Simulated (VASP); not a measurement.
# W (R-3m) in VASP: notebook

The runs below take W through single point, with LDA.

Program: VASP 6.6.1. These are calculated values, not measurements. Logs are shortened: lines on timing, memory, paths and dates and some standing lists are left out, and cuts for length are marked.

## (1) The cell of the first run

Symmetry: R-3m, No. 166, trigonal system. Conventional cell: a = 4.332 Å, b = 4.332 Å, c = 2.843 Å, α = 90.00°, β = 90.00°, γ = 120.00°. W (site symmetry -3m) has 14 W at 2.67 to 3.14 Å within 3.5 Å.

## (2) Single point, LDA

INCAR reads:

```
ALGO     = Fast           # electronic algorithm
EDIFF    = 1E-7           # SCF threshold, eV
ENCUT    = 520            # plane-wave cutoff, eV
ISIF     = 2              # what is computed and relaxed
ISMEAR   = 0              # smearing method
LASPH    = T              # aspherical terms in the spheres
LCHARG   = F              # write CHGCAR
LREAL    = F              # projectors in reciprocal space
LWAVE    = F              # write WAVECAR
NBANDS   = 13             # bands
NELM     = 60             # most SCF steps
PREC     = Accurate       # precision mode
SIGMA    = 0.15           # smearing width, eV
```

KPOINTS reads:

```
k-points
0
Gamma
  20 20 20
```

POSCAR reads:

```
W
1.0
   -1.4948487882      1.5680780323      1.5680780323
    1.5680780323     -1.4948487882      1.5680780323
    1.5680780323      1.5680780323     -1.4948487882
W
1
Direct
    0.0000000000      0.0000000000      0.0000000000
```

Potentials or basis: VASP PAW LDA potentials, release 64 (W_sv).

Run with:

```
cat potpaw_LDA.64/W_sv/POTCAR > POTCAR
mpirun -np 1 vasp_std > vasp.out
```

OUTCAR:

```text
EDIFF = 1E-7
   ENCUT = 520
   ISIF = 2
   ISMEAR = 0
   LASPH = T
   LREAL = F
   NELM = 60
   PREC = Accurate

 ion  position               nearest neighbor table
   1  0.000  0.000  0.000-

  LATTYP: Found a trigonal (rhomboedric) cell.
 ALAT       =     2.6743803638
 COS(alpha) =    -0.3116769651

  Lattice vectors:

 A1 = (  -1.4948487882,   1.5680780323,   1.5680780323)
 A2 = (   1.5680780323,  -1.4948487882,   1.5680780323)
 A3 = (   1.5680780323,   1.5680780323,  -1.4948487882)

Analysis of symmetry for initial positions (statically):
=====================================================================
 Subroutine PRICEL returns:
 Original cell was already a primitive cell.

 Routine SETGRP: Setting up the symmetry group for a
 trigonal (rhombohedral) supercell.

 Subroutine GETGRP returns: Found 12 space group operations
 (whereof 12 operations were pure point group operations)
 out of a pool of 12 trial point group operations.

The static configuration has the point symmetry D_3d.

Analysis of symmetry for dynamics (positions and initial velocities):
=====================================================================
 Subroutine PRICEL returns:
 Original cell was already a primitive cell.

 Routine SETGRP: Setting up the symmetry group for a
 trigonal (rhombohedral) supercell.

 Subroutine GETGRP returns: Found 12 space group operations
 (whereof 12 operations were pure point group operations)
 out of a pool of 12 trial point group operations.

The dynamic configuration has the point symmetry D_3d.

 Subroutine INISYM returns: Found 12 space group operations
 (whereof 12 operations are pure point group operations),
 and found     1 'primitive' translations

----------------------------------------------------------------------------------------

                                     Primitive cell

  volume of cell :      15.3980

  direct lattice vectors                    reciprocal lattice vectors
    -1.494848788  1.568078032  1.568078032    -0.014566595  0.311918515  0.311918515
     1.568078032 -1.494848788  1.568078032     0.311918515 -0.014566595  0.311918515
     1.568078032  1.568078032 -1.494848788     0.311918515  0.311918515 -0.014566595

  length of vectors
     2.674380364  2.674380364  2.674380364     0.441359837  0.441359837  0.441359837

  position of ions in fractional coordinates (direct lattice)
     0.000000000  0.000000000  0.000000000

  ion indices of the primitive-cell ions
   primitive index   ion index
                 1           1

----------------------------------------------------------------------------------------

 KPOINTS: k-points

Automatic generation of k-mesh.
 Grid dimensions read from file:
 generate k-points for:   20   20   20

 Generating k-lattice:

  Cartesian coordinates                     Fractional coordinates (reciprocal lattice)
    -0.000728330  0.015595926  0.015595926     0.050000000  0.000000000  0.000000000
     0.015595926 -0.000728330  0.015595926     0.000000000  0.050000000  0.000000000
     0.015595926  0.015595926 -0.000728330     0.000000000  0.000000000  0.050000000

  Length of vectors
     0.022067992  0.022067992  0.022067992

  Shift w.r.t. Gamma in fractional coordinates (k-lattice)
     0.000000000  0.000000000  0.000000000

 Subroutine IBZKPT returns following result:
 ===========================================

 Found    781 irreducible k-points:

 Following reciprocal coordinates:
            Coordinates               Weight
  0.000000  0.000000  0.000000      1.000000
  0.050000 -0.000000 -0.000000      6.000000
  0.100000 -0.000000 -0.000000      6.000000
  0.150000 -0.000000 -0.000000      6.000000
  0.200000 -0.000000 -0.000000      6.000000
  0.250000 -0.000000 -0.000000      6.000000
[... 16 lines left out ...]
 -0.400000  0.050000  0.000000     12.000000
 -0.350000  0.050000  0.000000     12.000000
 [... further k-points ...]
   k-points           NKPTS =    781   k-points in BZ     NKDIM =    781   number of bands    NBANDS=     13
   number of dos      NEDOS =    301   number of ions     NIONS =      1
   total plane-waves  NPLWV =   8000
   dimension x,y,z NGX =    20 NGY =   20 NGZ =   20
   dimension x,y,z NGXF=    40 NGYF=   40 NGZF=   40
   ions per type =               1
   NGX,Y,Z   is equivalent  to a cutoff of  12.43, 12.43, 12.43 a.u.
   NGXF,Y,Z  is equivalent  to a cutoff of  24.86, 24.86, 24.86 a.u.
 SYSTEM =  unknown system
   PREC   = accura    normal or accurate (medium, high low for compatibility)
   ISTART =      0    job   : 0-new  1-cont  2-samecut
   ICHARG =      2    charge: 1-file 2-atom 10-const
   ISPIN  =      1    spin polarized calculation?
   LNONCOLLINEAR =      F non collinear calculations
   LSORBIT =      F    spin-orbit coupling
   LASPH  =      T    aspherical Exc in radial PAW
   ENCUT  =  520.0 eV  38.22 Ry    6.18 a.u.   4.97  4.97  4.97*2*pi/ulx,y,z
   NELM   =     60;   NELMIN=  2; NELMDL= -5     # of ELM steps
   EDIFF  = 0.1E-06   stopping-criterion for ELM
   LREAL  =      F    real-space projection
   EDIFFG = 0.1E-05   stopping-criterion for IOM
   NSW    =      0    number of steps for IOM
   IBRION =     -1    ionic relax: 0-MD 1-quasi-New 2-CG
   NFREE  =      0    steps in history (QN), initial steepest desc. (CG)
   ISIF   =      2    stress and relaxation
   ISYM   =      2    0-nonsym 1-usesym 2-fastsym
   POTIM  = 0.5000    time-step for ionic-motion
   TEBEG  =    0.0;   TEEND  =   0.0 temperature during run
   PSTRESS=    0.0 pullay stress
   NELECT =      14.0000    total number of electrons
   NUPDOWN=      -1.0000    fix difference up-down
   EMIN   =  10.00;   EMAX   =-10.00  energy-range for DOS
   EFERMI =   0.00;   METHOD = LEGACY
   ISMEAR =     0;   SIGMA  =   0.15  broadening in eV -4-tet -1-fermi 0-gaus
   EFERMI_NEDOS =   21; number of points for ismear=-14 and -15
   IALGO  =     68    algorithm
   IMIX   =      4    mixing-type and parameters
     AMIX     =   0.40;   BMIX     =  1.00
     AMIX_MAG =   1.60;   BMIX_MAG =  1.00
  volume/ion in A,a.u.               =      15.40       103.91
  Fermi-wavevector in a.u.,A,eV,Ry     =   1.585975  2.997059 34.222981  2.515318
  Thomas-Fermi vector in A             =   2.685358
   LORBIT       =      0    0 simple, 1 ext, 2 COOP (PROOUT), +10 PAW based schemes
   GGA     = CA    functional components
   LHFCALC =     F    Hartree Fock is set to
   AEXX    =    0.0000 exact exchange contribution
   IVDW    =     0    specifies the selected vdW correction
   LEPSILON=     F    determine dielectric tensor
   LRPA    =     F    only Hartree local field effects (RPA)
 non-spin polarized calculation
 RMM-DIIS sequential band-by-band and
 Gauss-broadening in eV      SIGMA  =   0.15
  energy-cutoff  :      520.00
  volume of cell :       15.40
 maximum number of plane-waves:       428
   NGX =  9   NGY =  9   NGZ =  9

 number of electron      13.9999997 magnetization

 Free energy of the ion-electron system (eV)
  ---------------------------------------------------
  ext. energy  EPLUGINS =         0.00000000
  ---------------------------------------------------
  free energy    TOTEN  =       -14.06523062 eV

  energy without entropy =      -14.05998263  energy(sigma->0) =      -14.06260662

 E-fermi :  11.8113     XC(G=0): -13.9887

 val. band max:       11.8076295273   @ k =   0.5000   0.4000  -0.0000
 cond. band min:      11.8141524471   @ k =  -0.1000  -0.1000   0.0500
 fundamental gap:      0.0065229199
 Fermi energy:        11.8113021762

 k-point     1 :       0.0000    0.0000    0.0000
  band No.  band energies     occupation
      1     -61.9684      2.00000
      2     -25.8519      2.00000
      3     -25.6543      2.00000
      4     -25.6543      2.00000
      5       2.0522      2.00000
      6       9.9287      2.00000
      7       9.9287      2.00000
      8      11.2701      2.00000
      9      14.1427      0.00000
     10      14.1427      0.00000
     11      25.9991      0.00000
     12      25.9991      0.00000
     13      27.2740      0.00000

 k-point     2 :       0.0500   -0.0000   -0.0000
  band No.  band energies     occupation
      1     -61.9650      2.00000
      2     -25.8745      2.00000
      3     -25.6778      2.00000
      4     -25.6547      2.00000
      5       2.1729      2.00000
      6       9.8698      2.00000
      7       9.9502      2.00000
      8      11.3234      2.00000
      9      14.0576      0.00000
     10      14.1435      0.00000
     11      26.1428      0.00000
     12      26.2884      0.00000
     13      27.4166      0.00000

 k-point     3 :       0.1000   -0.0000   -0.0000
  band No.  band energies     occupation
      1     -61.9551      2.00000
      2     -25.9507      2.00000
      3     -25.7342      2.00000
      4     -25.6560      2.00000
      5       2.5234      2.00000
      6       9.7016      2.00000
      7       9.9638      2.00000
      8      11.5229      1.99346
      9      13.8714      0.00000
     10      14.1536      0.00000
     11      26.5207      0.00000
     12      27.0584      0.00000
     13      27.8456      0.00000

 k-point     4 :       0.1500   -0.0000   -0.0000
  band No.  band energies     occupation
      1     -61.9396      2.00000
      2     -26.0906      2.00000
      3     -25.7977      2.00000
      4     -25.6581      2.00000
      5       3.0666      2.00000
      6       9.4484      2.00000
      7       9.8805      2.00000
      8      11.9469      0.20097
      9      13.7227      0.00000
     10      14.1914      0.00000
     11      26.9564      0.00000
     12      28.0166      0.00000
     13      28.5664      0.00000

 k-point     5 :       0.2000   -0.0000   -0.0000
  band No.  band energies     occupation
      1     -61.9201      2.00000
      2     -26.2803      2.00000
      3     -25.8592      2.00000
      4     -25.6607      2.00000
      5       3.7334      2.00000
      6       9.1436      2.00000
      7       9.7195      2.00000
      8      12.6181      0.00000
      9      13.7017      0.00000
     10      14.2741      0.00000
     11      27.1422      0.00000
     12      28.5887      0.00000
     13      29.5771      0.00000
[... 257 lines left out ...]
 k-point    22 :      -0.4500    0.0500    0.0000
  band No.  band energies     occupation
      1     -61.8324      2.00000
      2     -27.0958      2.00000
      3     -26.0822      2.00000
      4     -25.6866      2.00000
      5       5.4047      2.00000
      6       8.0197      2.00000
      7      11.3474      1.99999
      8      14.2651      0.00000
      9      15.1573      0.00000
     10      17.3024      0.00000
     11      23.5516      0.00000
     12      24.3749      0.00000
     13      29.9866      0.00000

 k-point    23 :      -0.4000    0.0500    0.0000
  band No.  band energies     occupation
      1     -61.8444      2.00000
      2     -26.9880      2.00000
      3     -26.0479      2.00000
      4     -25.6835      2.00000
      5       5.3910      2.00000
      6       8.1818      2.00000
      7      10.5383      2.00000
      8      14.1789      0.00000
      9      14.9376      0.00000
     10      16.4085      0.00000
     11      24.5712      0.00000
     12      25.1314      0.00000
     13      31.4897      0.00000

 k-point    24 :      -0.3500    0.0500    0.0000
  band No.  band energies     occupation
      1     -61.8614      2.00000
      2     -26.8302      2.00000
      3     -26.0028      2.00000
      4     -25.6801      2.00000
      5       5.2305      2.00000
      6       8.4158      2.00000
      7       9.8778      2.00000
      8      13.9732      0.00000
      9      14.7226      0.00000
     10      15.2948      0.00000
     11      25.6044      0.00000
     12      26.3253      0.00000
     13      32.3813      0.00000

 [... further k-points ...]

------------------------ aborting loop because EDIFF is reached ----------------------------------------

  FORCE on cell =-STRESS in cart. coord.  units (eV):
  Direction    XX          YY          ZZ          XY          YZ          ZX
  --------------------------------------------------------------------------------------
  -------------------------------------------------------------------------------------
  Total        0.3193652      0.3193652      0.3193652     -0.5920047     -0.5920047     -0.5920047
  in kB       33.2303559     33.2303559     33.2303559    -61.5988476    -61.5988476    -61.5988476
  external PRESSURE =      33.2303559 kB  Pullay stress =       0.0000000 kB

 VOLUME and BASIS-vectors are now :
 -----------------------------------------------------------------------------
  energy-cutoff  :      520.00
  volume of cell :       15.40
      direct lattice vectors                 reciprocal lattice vectors
    -1.494848788  1.568078032  1.568078032    -0.014566595  0.311918515  0.311918515
     1.568078032 -1.494848788  1.568078032     0.311918515 -0.014566595  0.311918515
     1.568078032  1.568078032 -1.494848788     0.311918515  0.311918515 -0.014566595

 POSITION                                       TOTAL-FORCE (eV/Angst)
 -----------------------------------------------------------------------------------
      0.00000      0.00000      0.00000         0.000000     -0.000000      0.000000
 -----------------------------------------------------------------------------------
    total drift:                                0.000000     -0.000000     -0.000000

  FREE ENERGIE OF THE ION-ELECTRON SYSTEM (eV)
  ---------------------------------------------------
  free  energy   TOTEN  =       -14.0652306172 eV

  energy  without entropy=      -14.0599826261  energy(sigma->0) =      -14.06260662
```

Run time: 4 min. Hardware: 1 thread of AMD EPYC 7R13, shared host; peak memory 0.21 GiB.

What came out:

| Quantity | Value |
| --- | --- |
| Free energy | -14.0652 eV |
| Pressure | 3.3 GPa |
| Band gap on the k mesh | zero (bands 7 and 8 overlap by 5.20 eV) |

Levels at points of the mesh, in eV from the Fermi level:
```csv
k point,band 5,band 6,band 7,band 8,band 9,band 10
"(0.00, 0.00, 0.00)",-9.76,-1.88,-1.88,-0.54,2.33,2.33
"(0.50, 0.00, 0.00)",-6.53,-3.92,0.51,2.45,3.43,5.81
"(0.50, 0.50, 0.00)",-6.49,-3.74,1.28,1.91,2.73,6.68
"(0.50, 0.50, 0.50)",-6.15,-6.15,4.11,5.85,5.85,7.97
```

Caveat: the cell stands under pressure; spin-orbit coupling is left out, which moves the levels of the heavy elements.

## (3) Single point, LDA

This run uses another cell than the first one, of the same volume but with other edges.

INCAR reads:

```
ALGO = Fast ; EDIFF = 1E-6
ENCUT = 520 ; GGA = CA
ISIF = 2 ; ISMEAR = 0
LASPH = True ; LCHARG = True
LELF = True ; LREAL = False
LVHAR = True ; LWAVE = False
NBANDS = 13 ; NELM = 100
PREC = Accurate ; SIGMA = 0.15
```

KPOINTS is that of step 2.

POSCAR reads:

```
W
1.0
   -1.6413072764      1.5680780323      1.5680780323
    1.5680780323     -1.6413072764      1.5680780323
    1.5680780323      1.5680780323     -1.6413072764
W
1
Direct
    0.0000000000      0.0000000000      0.0000000000
```

Potentials or basis: VASP PAW LDA potentials, release 64 (W_sv).

Run with:

```
cat potpaw_LDA.64/W_sv/POTCAR > POTCAR
mpirun -np 1 vasp_std > vasp.out
```

Wall time 5.3 min (1 thread of AMD EPYC 7R13, shared host); peak memory 0.23 GiB.

It converged, with:

```yaml
Free_energy: -14.0534 eV
Pressure: 3.6 GPa
Band_gap_on_the_k_mesh: zero (bands 7 and 8 overlap by 5.89 eV)
```

Stress tensor (GPa, compression positive):
```
3.63 8.86 8.86
8.86 3.63 8.86
8.86 8.86 3.63
```

Levels at points of the mesh, in eV from the Fermi level:
```tsv
k point	band 5	band 6	band 7	band 8	band 9	band 10
(0.00, 0.00, 0.00)	-9.76	-2.24	-1.08	-1.08	2.38	2.38
(0.50, 0.00, 0.00)	-6.48	-3.68	1.31	1.81	2.64	6.48
(0.50, 0.50, 0.00)	-6.55	-3.99	0.49	2.56	3.54	6.00
(0.50, 0.50, 0.50)	-6.16	-6.16	4.74	4.74	6.29	8.25
```

Caveat: the cell stands under pressure; spin-orbit coupling is left out, which moves the levels of the heavy elements.

## (4) Single point, LDA

This run uses another cell than the first one, of 15.87 Å³/atom.

INCAR reads:

```
SYSTEM = W
PREC = Accurate
ENCUT = 520
EDIFF = 1E-6
ISMEAR = 0
SIGMA = 0.15
LREAL = .False.
LASPH = .True.
NELM = 100
ALGO = Fast
ISIF = 2
LWAVE = .False.
LCHARG = .True.
LELF = .True.
LVHAR = .True.
NBANDS = 13
```

KPOINTS reads:

```
regular mesh
0
Gamma
  20 20 20
  0 0 0
```

POSCAR reads:

```
W
1.0
   -1.5105295685      1.5837588126      1.5837588126
    1.5837588126     -1.5105295685      1.5837588126
    1.5837588126      1.5837588126     -1.5105295685
W
1
Direct
    0.0000000000      0.0000000000      0.0000000000
```

Run with:

```
cat potpaw_LDA.64/W_sv/POTCAR > POTCAR
mpirun -np 1 vasp_std > vasp.out
```

It took 2.8 min on 1 thread of AMD EPYC 7R13, shared host; peak memory 0.22 GiB.

It converged, with:

```yaml
Free_energy: -14.0614 eV
Pressure: -6.5 GPa
Band_gap_on_the_k_mesh: zero (bands 7 and 8 overlap by 5.00 eV)
```

Stress tensor (GPa, compression positive):
```
-6.50 -5.50 -5.50
-5.50 -6.50 -5.50
-5.50 -5.50 -6.50
```

Levels at points of the mesh, in eV from the Fermi level:
```
           k point  band 4  band 5  band 6  band 7  band 8  band 9  band 10  band 11
(0.00, 0.00, 0.00)  -37.54   -9.59   -1.80   -1.80   -0.52    2.26     2.26    14.14
(0.50, 0.00, 0.00)  -37.56   -6.33   -3.76    0.43    2.35    3.30     5.58    10.62
(0.50, 0.50, 0.00)  -37.62   -6.28   -3.58    1.17    1.84    2.63     6.40    11.06
(0.50, 0.50, 0.50)  -38.39   -5.90   -5.90    3.96    5.61    5.61     7.80     8.61
```

Caveat: the cell stands under tension; spin-orbit coupling is left out, which moves the levels of the heavy elements.

(Part 1 of 2 ends here.)
